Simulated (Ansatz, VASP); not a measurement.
# Mg7CoS8 in VASP and in Ansatz

Contents of INCAR:

```
PREC = Accurate ; ENCUT = 520
EDIFF = 1E-6 ; ISMEAR = 0
SIGMA = 0.05 ; LREAL = Auto
LASPH = True ; NELM = 150
ALGO = Normal ; ISIF = 2
LWAVE = False ; LCHARG = False
ISPIN = 2 ; MAGMOM = 2.81 0 0 0 0 0 0 0.03 0 0.04 0.04 0.04 0.04 0.04 0.04 0
LORBIT = 11 ; LMAXMIX = 4
LDAU = True ; LDAUTYPE = 2
LDAUL = 2 -1 -1 ; LDAUU = 4 0 0
LDAUJ = 0 0 0 ; LDAUPRINT = 1
GGA = PS ; NBANDS = 54
```

File KPOINTS:

```
regular mesh
0
Gamma
  3 3 3
```

POSCAR

```
Mg7CoS8
1.0
    0.0000000000      5.2033000000      5.2033000000
    5.2033000000      0.0000000000      5.2033000000
    5.2033000000      5.2033000000      0.0000000000
Co Mg S
1 7 8
Direct
    0.0000000000      0.0000000000      1.0000000000
    0.0000000000      0.0000000000      0.5000000000
    0.0000000000      0.5000000000      0.0000000000
    0.0000000000      0.5000000000      0.5000000000
    0.5000000000      0.0000000000      0.0000000000
    0.5000000000      0.0000000000      0.5000000000
    0.5000000000      0.5000000000      0.0000000000
    0.5000000000      0.5000000000      0.5000000000
    0.2500000000      0.2500000000      0.2500000000
    0.2429214956      0.2429214956      0.7570785044
    0.2429214956      0.7570785044      0.2429214956
    0.2429214956      0.7570785044      0.7570785044
    0.7570785044      0.2429214956      0.2429214956
    0.7570785044      0.2429214956      0.7570785044
    0.7570785044      0.7570785044      0.2429214956
    0.7500000000      0.7500000000      0.7500000000
```

Input for Ansatz:

```yaml
crystal:
  lattice:
    - [0.0, 5.2033, 5.2033]
    - [5.2033, 0.0, 5.2033]
    - [5.2033, 5.2033, 0.0]
  atoms:
    - { symbol: Co, position: [0.0, 0.0, 1.0], spin: 3.0 }
    - { symbol: Mg, position: [0.0, 0.0, 0.5] }
    - { symbol: Mg, position: [0.0, 0.5, 0.0] }
    - { symbol: Mg, position: [0.0, 0.5, 0.5] }
    - { symbol: Mg, position: [0.5, 0.0, 0.0] }
    - { symbol: Mg, position: [0.5, 0.0, 0.5] }
    - { symbol: Mg, position: [0.5, 0.5, 0.0] }
    - { symbol: Mg, position: [0.5, 0.5, 0.5] }
    - { symbol: S, position: [0.25, 0.25, 0.25] }
    - { symbol: S, position: [0.2429214956, 0.2429214956, 0.7570785044] }
    - { symbol: S, position: [0.2429214956, 0.7570785044, 0.2429214956] }
    - { symbol: S, position: [0.2429214956, 0.7570785044, 0.7570785044] }
    - { symbol: S, position: [0.7570785044, 0.2429214956, 0.2429214956] }
    - { symbol: S, position: [0.7570785044, 0.2429214956, 0.7570785044] }
    - { symbol: S, position: [0.7570785044, 0.7570785044, 0.2429214956] }
    - { symbol: S, position: [0.75, 0.75, 0.75] }
basis:
  ecutwfc: 420
  ecutrho_ratio: 4
kpoints:
  mp_grid: { grid: [3, 3, 3] }
hamiltonian:
  xc: pbesol
  hubbard:
    sites:
      - { site: 0, l: d, u_eff: 4.0, starting_ns: [{ spin: up, occupation_matrix: s0up }, { spin: down, occupation_matrix: s0down }] }
    occupation_matrices:
      s0up:
        matrix:
          - [0.97, 0.0, 0.0, 0.0, 0.0]
          - [0.0, 0.97, 0.0, 0.0, 0.0]
          - [0.0, 0.0, 0.97, 0.0, 0.0]
          - [0.0, 0.0, 0.0, 0.97, 0.0]
          - [0.0, 0.0, 0.0, 0.0, 0.97]
      s0down:
        matrix:
          - [0.25587, 0.0, 0.41042, 0.0, 0.0]
          - [0.0, 0.25587, 0.0, 0.0, -0.41042]
          - [0.41042, 0.0, 0.73413, 0.0, 0.0]
          - [0.0, 0.0, 0.0, 0.02, 0.0]
          - [0.0, -0.41042, 0.0, 0.0, 0.73413]
    ns_hold: { iters: 5 }
scf:
  occupations: { method: gaussian, width: 0.05 }
  lower_state_search: "off"
  max_iter: 150
output:
  forces: true
  stress: true
  eigenvalues: true
  populations: true
  hubbard: { sites: [{ site: 0, l: d }] }
magnetization:
  spin_polarized: true
```

Alike in both runs: task single point; functional PBEsol; k mesh 3 × 3 × 3; occupations gaussian, width 0.05 eV; collinear spin; Hubbard terms Co d U = 4.0 eV.

|  | VASP | Ansatz |
| --- | --- | --- |
| version | VASP 6.6.1 | Ansatz 0.2.0 |
| potentials or method | VASP PAW PBE potentials, release 64 (Co, Mg, S), cutoff 520 eV | scalar-relativistic, plane waves, PAW |
| valence electrons in the cell | 71 | 135 |

VASP gave:

| Quantity | Value |
| --- | --- |
| pressure (GPa) | -3.4 |
| rms of the force components (eV/Å) | 0.014 |
| net moment per atom (μB) | 0.06 |
| size of the moment on the site where the two differ most (μB) | 1.44 |

What did Ansatz give for the same quantities?

Pressure (GPa): -2.1; rms of the force components (eV/Å): 0.094; net moment per atom (μB): 0.19; size of the moment on the site where the two differ most (μB): 2.55.

The net moments are unlike, so the other rows may belong to different states. VASP's potentials were made for PBE, not for PBEsol. Site moments also hang on the region over which each program counts them. The programs project onto different local orbitals, so the same U acts differently, and such runs can settle in different states. Atom by atom the forces differ by 0.108 eV/Å (rms over components). VASP's potentials hold 71 valence electrons a cell and Ansatz's 135, so a difference there can come from the potentials and not from the codes. Ansatz's warnings: symmetry narrowed by occupation matrices.
